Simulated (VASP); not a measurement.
# Au (Cmcm) in VASP: further runs

Runs on Au. Level: PBE. Tasks: single point.

Program: VASP 6.6.1. These are calculated values, not measurements. Logs are shortened: lines on timing, memory, paths and dates and some standing lists are left out, and cuts for length are marked.

## (1) The cell of the first run

The structure is orthorhombic, space group Cmcm (No. 63). The conventional cell has a = 2.795 Å, b = 4.967 Å, c = 4.723 Å, α = 90.00°, β = 90.00°, γ = 90.00°. Au (site symmetry m2m) has 12 Au at 2.80 to 2.88 Å within 3.7 Å.

## (2) Single point, PBE (16.39 Å³/atom)

Input file INCAR:

```
ALGO = Fast
EDIFF = 1E-6
ENCUT = 520
GGA = PE
ISIF = 2
ISMEAR = 0
LASPH = T
LCHARG = F
LREAL = F
LWAVE = F
NBANDS = 18
NELM = 60
PREC = Accurate
SIGMA = 0.1
```

Input file KPOINTS:

```
k-points
0
Gamma
  16 16 10
```

Input file POSCAR:

```
Au
1.0
    1.3977481431     -2.4834348628      0.0000000000
    1.3977481431      2.4834348628      0.0000000000
    0.0000000000      0.0000000000      4.7229564969
Au
2
Direct
    0.6633007495      0.3366992505      0.2500000000
    0.3366992505      0.6633007495      0.7500000000
```

Potentials or basis: VASP PAW PBE potentials, release 64 (Au).

On the command line:

```
> cat potpaw_PBE.64/Au/POTCAR > POTCAR
> mpirun -np 1 vasp_std > vasp.out
```

OUTCAR:

```text
EDIFF = 1E-6
   ENCUT = 520
   GGA = PE
   ISIF = 2
   ISMEAR = 0
   LASPH = T
   LREAL = F
   NELM = 60
   PREC = Accurate

 ion  position               nearest neighbor table
   1  0.663  0.337  0.250-   2 2.86   2 2.86   2 2.88   2 2.88   2 2.88   2 2.88
   2  0.337  0.663  0.750-   1 2.86   1 2.86   1 2.88   1 2.88   1 2.88   1 2.88

  LATTYP: Found a base centered orthorhombic cell.
 ALAT       =     2.7954962862
 B/A-ratio  =     1.7767398762
 C/A-ratio  =     1.6894876664

  Lattice vectors:

 A1 = (   1.3977481431,  -2.4834348628,   0.0000000000)
 A2 = (   1.3977481431,   2.4834348628,   0.0000000000)
 A3 = (   0.0000000000,   0.0000000000,   4.7229564969)

Analysis of symmetry for initial positions (statically):
=====================================================================
 Subroutine PRICEL returns:
 Original cell was already a primitive cell.

 Routine SETGRP: Setting up the symmetry group for a
 base centered orthorhombic supercell.

 Subroutine GETGRP returns: Found  8 space group operations
 (whereof  4 operations were pure point group operations)
 out of a pool of  8 trial point group operations.

The static configuration has the point symmetry C_2h.
 The point group associated with its full space group is D_2h.

Analysis of symmetry for dynamics (positions and initial velocities):
=====================================================================
 Subroutine PRICEL returns:
 Original cell was already a primitive cell.

 Routine SETGRP: Setting up the symmetry group for a
 base centered orthorhombic supercell.

 Subroutine GETGRP returns: Found  8 space group operations
 (whereof  4 operations were pure point group operations)
 out of a pool of  8 trial point group operations.

The dynamic configuration has the point symmetry C_2h.
 The point group associated with its full space group is D_2h.

 Subroutine INISYM returns: Found  8 space group operations
 (whereof  4 operations are pure point group operations),
 and found     1 'primitive' translations

----------------------------------------------------------------------------------------

                                     Primitive cell

  volume of cell :      32.7888

  direct lattice vectors                    reciprocal lattice vectors
     1.397748143 -2.483434863  0.000000000     0.357718236 -0.201334050  0.000000000
     1.397748143  2.483434863  0.000000000     0.357718236  0.201334050  0.000000000
     0.000000000  0.000000000  4.722956497     0.000000000  0.000000000  0.211731783
[... 79 lines left out ...]
   LNONCOLLINEAR =      F non collinear calculations
   LSORBIT =      F    spin-orbit coupling
   LASPH  =      T    aspherical Exc in radial PAW
   ENCUT  =  520.0 eV  38.22 Ry    6.18 a.u.   5.30  5.30  8.78*2*pi/ulx,y,z
   NELM   =     60;   NELMIN=  2; NELMDL= -5     # of ELM steps
   EDIFF  = 0.1E-05   stopping-criterion for ELM
   LREAL  =      F    real-space projection
   EDIFFG = 0.1E-04   stopping-criterion for IOM
   NSW    =      0    number of steps for IOM
   IBRION =     -1    ionic relax: 0-MD 1-quasi-New 2-CG
   NFREE  =      0    steps in history (QN), initial steepest desc. (CG)
   ISIF   =      2    stress and relaxation
   ISYM   =      2    0-nonsym 1-usesym 2-fastsym
   POTIM  = 0.5000    time-step for ionic-motion
   TEBEG  =    0.0;   TEEND  =   0.0 temperature during run
   PSTRESS=    0.0 pullay stress
   NELECT =      22.0000    total number of electrons
   NUPDOWN=      -1.0000    fix difference up-down
   EMIN   =  10.00;   EMAX   =-10.00  energy-range for DOS
   EFERMI =   0.00;   METHOD = LEGACY
   ISMEAR =     0;   SIGMA  =   0.10  broadening in eV -4-tet -1-fermi 0-gaus
   EFERMI_NEDOS =   21; number of points for ismear=-14 and -15
   IALGO  =     68    algorithm
   IMIX   =      4    mixing-type and parameters
     AMIX     =   0.40;   BMIX     =  1.00
     AMIX_MAG =   1.60;   BMIX_MAG =  1.00
  volume/ion in A,a.u.               =      16.39       110.63
  Fermi-wavevector in a.u.,A,eV,Ry     =   1.433201  2.708358 27.947262  2.054066
  Thomas-Fermi vector in A             =   2.552745
   LORBIT       =      0    0 simple, 1 ext, 2 COOP (PROOUT), +10 PAW based schemes
   GGA     = PE    functional components
   LHFCALC =     F    Hartree Fock is set to
   AEXX    =    0.0000 exact exchange contribution
   IVDW    =     0    specifies the selected vdW correction
   LEPSILON=     F    determine dielectric tensor
   LRPA    =     F    only Hartree local field effects (RPA)
 non-spin polarized calculation
 RMM-DIIS sequential band-by-band and
 Gauss-broadening in eV      SIGMA  =   0.10
  energy-cutoff  :      520.00
  volume of cell :       32.79
 maximum number of plane-waves:       897
 NGX is ok and might be reduce to    24
   NGX = 11   NGY = 11   NGZ = 17

 number of electron      22.0000001 magnetization

 Free energy of the ion-electron system (eV)
  ---------------------------------------------------
  ext. energy  EPLUGINS =         0.00000000
  ---------------------------------------------------
  free energy    TOTEN  =        -6.27524396 eV

  energy without entropy =       -6.27186312  energy(sigma->0) =       -6.27355354

 E-fermi :  10.1012     XC(G=0): -12.9504

 val. band max:       10.0952080534   @ k =   0.4375   0.0625   0.3000
 cond. band min:      10.1112422455   @ k =   0.5000   0.4375   0.1000
 fundamental gap:      0.0160341921
 Fermi energy:        10.1011676556

 k-point     1 :       0.0000    0.0000    0.0000
  band No.  band energies     occupation
      1      -0.1401      2.00000
      2       2.3840      2.00000
      3       5.0558      2.00000
      4       5.1395      2.00000
      5       5.5236      2.00000
      6       5.5456      2.00000
[... 481 lines left out ...]
      5       5.5282      2.00000
      6       5.6059      2.00000
[... 10 lines left out ...]
     17      28.1223      0.00000
     18      28.6316      0.00000

 [... further k-points ...]
[... 5 lines left out ...]
  --------------------------------------------------------------------------------------
  -------------------------------------------------------------------------------------
  Total        3.4149004      3.4032780      3.4197059      0.0000000      0.0000000      0.0000000
  in kB      166.8641306    166.2962181    167.0989429      0.0000000      0.0000000      0.0000000
  external PRESSURE =     166.7530972 kB  Pullay stress =       0.0000000 kB

 VOLUME and BASIS-vectors are now :
 -----------------------------------------------------------------------------
  energy-cutoff  :      520.00
  volume of cell :       32.79
      direct lattice vectors                 reciprocal lattice vectors
     1.397748143 -2.483434863  0.000000000     0.357718236 -0.201334050  0.000000000
     1.397748143  2.483434863  0.000000000     0.357718236  0.201334050  0.000000000
     0.000000000  0.000000000  4.722956497     0.000000000  0.000000000  0.211731783

 POSITION                                       TOTAL-FORCE (eV/Angst)
 -----------------------------------------------------------------------------------
      1.39775     -0.81109      1.18074         0.000000     -0.001630      0.000000
      1.39775      0.81109      3.54222         0.000000      0.001630      0.000000
 -----------------------------------------------------------------------------------
    total drift:                                0.000000      0.000000      0.000000

  FREE ENERGIE OF THE ION-ELECTRON SYSTEM (eV)
  ---------------------------------------------------
  free  energy   TOTEN  =        -6.2752439563 eV

  energy  without entropy=       -6.2718631249  energy(sigma->0) =       -6.27355354
```

OSZICAR:

```text
N       E                     dE             d eps       ncg     rms          rms(c)
DAV:   1     0.125985234692E+03    0.12599E+03   -0.11828E+04 15776   0.120E+03
DAV:   2    -0.464810114377E+01   -0.13063E+03   -0.12495E+03 16706   0.266E+02
DAV:   3    -0.680614467656E+01   -0.21580E+01   -0.21468E+01 18442   0.345E+01
DAV:   4    -0.681521767811E+01   -0.90730E-02   -0.90720E-02 17402   0.235E+00
DAV:   5    -0.681529635744E+01   -0.78679E-04   -0.78680E-04 17548   0.233E-01    0.150E+01
RMM:   6    -0.632315763778E+01    0.49214E+00   -0.79166E-01 15774   0.679E+00    0.932E+00
RMM:   7    -0.628163614123E+01    0.41521E-01   -0.16436E-01 16096   0.329E+00    0.319E+00
RMM:   8    -0.627530637554E+01    0.63298E-02   -0.23513E-02 16200   0.115E+00    0.501E-01
RMM:   9    -0.627523351222E+01    0.72863E-04   -0.86490E-04 17411   0.225E-01    0.168E-01
RMM:  10    -0.627524055509E+01   -0.70429E-05   -0.13542E-04 17370   0.772E-02    0.136E-01
RMM:  11    -0.627524375400E+01   -0.31989E-05   -0.29960E-05 17239   0.348E-02    0.155E-02
RMM:  12    -0.627524395633E+01   -0.20233E-06   -0.35181E-06 14044   0.119E-02
   1 F= -.62752440E+01 E0= -.62735535E+01  d E =-.338083E-02
```

Wall time 3.9 min (1 thread of Intel Xeon 8259CL, shared host); peak memory 0.32 GiB.

What came out:

- Free energy: -6.2752 eV
- Pressure: 16.7 GPa
- Band gap on the k mesh: zero (bands 11 and 12 overlap by 6.79 eV)

Caveat: the cell stands under pressure; spin-orbit coupling is left out, which moves the levels of the heavy elements.

## (3) Single point, PBE (16.93 Å³/atom)

This run uses another cell than the first one, of 16.93 Å³/atom.

Input file INCAR:

```
SYSTEM = Au
PREC = Accurate ; ENCUT = 520
EDIFF = 1E-6 ; ISMEAR = 0
SIGMA = 0.1 ; LREAL = .FALSE.
LASPH = .TRUE. ; NELM = 100
ALGO = Fast ; ISIF = 2
LWAVE = .FALSE. ; LCHARG = .FALSE.
GGA = PE ; NBANDS = 18
```

Input file KPOINTS:

```
Automatic mesh
0
G
  16 16 10
  0 0 0
```

Input file POSCAR:

```
Au
1.0
    1.4096619640     -2.5136160777      0.0000000000
    1.4096619640      2.5136160777      0.0000000000
    0.0000000000      0.0000000000      4.7793427491
Au
2
Direct
    0.6631799600      0.3368200400      0.2500000000
    0.3368200400      0.6631799600      0.7500000000
```

Potentials or basis: VASP PAW PBE potentials, release 64 (Au).

On the command line:

```
> cat potpaw_PBE.64/Au/POTCAR > POTCAR
> mpirun -np 1 vasp_std > vasp.out
```

Run time: 3.9 min. Hardware: 1 thread of Intel Xeon 8259CL, shared host; peak memory 0.33 GiB.

It converged, with:

```
Free energy            : -6.3646 eV
Pressure               : 9.9 GPa
Band gap on the k mesh : zero (bands 11 and 12 overlap by 6.63 eV)
```

Levels at points of the mesh, in eV from the Fermi level:
| k point | band 9 | band 10 | band 11 | band 12 | band 13 | band 14 |
| --- | --- | --- | --- | --- | --- | --- |
| (0.00, 0.00, 0.00) | -3.50 | -2.21 | -2.16 | -1.11 | 2.80 | 14.51 |
| (0.50, 0.00, 0.00) | -1.86 | -1.69 | 0.42 | 1.73 | 5.90 | 7.38 |
| (0.50, 0.50, 0.00) | -1.91 | -1.72 | 0.32 | 1.37 | 5.74 | 7.21 |
| (0.00, 0.00, 0.50) | -2.72 | -2.72 | -2.59 | -2.59 | 10.82 | 10.82 |
| (0.50, 0.00, 0.50) | -1.75 | -1.75 | 0.58 | 0.58 | 4.14 | 4.14 |
| (0.50, 0.50, 0.50) | -1.81 | -1.81 | 0.25 | 0.25 | 3.83 | 3.83 |

Caveat: the cell stands under pressure; spin-orbit coupling is left out, which moves the levels of the heavy elements.
